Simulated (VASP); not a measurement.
**Sc: single point with PBEsol**

Crystal: Sc.

```xyz
2
Lattice="3.2416 0.0000 0.0000 -1.6208 2.8073 0.0000 0.0000 0.0000 5.0326" Properties=species:S:1:pos:R:3 pbc="T T T"
Sc    1.6208    0.9358    3.7745
Sc    0.0000    1.8715    1.2582
```

```json
{
  "Program": "VASP 6.6.1",
  "Task": "single point",
  "Functional": "PBEsol",
  "Potentials or basis": "VASP PAW PBE potentials, release 64 (Sc_sv)",
  "Cutoff": "520 eV",
  "k mesh": "9 × 9 × 5",
  "Occupations": "fermi-dirac, width 0.05 eV",
  "Spin": "no spin polarisation"
}
```

| Property | Result |
| --- | --- |
| Pressure | 2.0 GPa |
| Band gap on the k mesh | zero (bands 11 and 12 overlap by 1.44 eV) |

Levels at points of the mesh, in eV from the Fermi level:
| k point | band 8 | band 9 | band 10 | band 11 | band 12 | band 13 | band 14 | band 15 |
| --- | --- | --- | --- | --- | --- | --- | --- | --- |
| (0.00, 0.00, 0.00) | -27.45 | -5.27 | -1.75 | 0.82 | 1.67 | 1.67 | 1.98 | 2.17 |

It took 30 s on 1 thread of AMD EPYC 7R13 Processor (Zen 3), on a shared host, peak memory 0.13 GiB.

Caveat: the PAW data sets were made with another functional, which shifts forces and pressure a little.
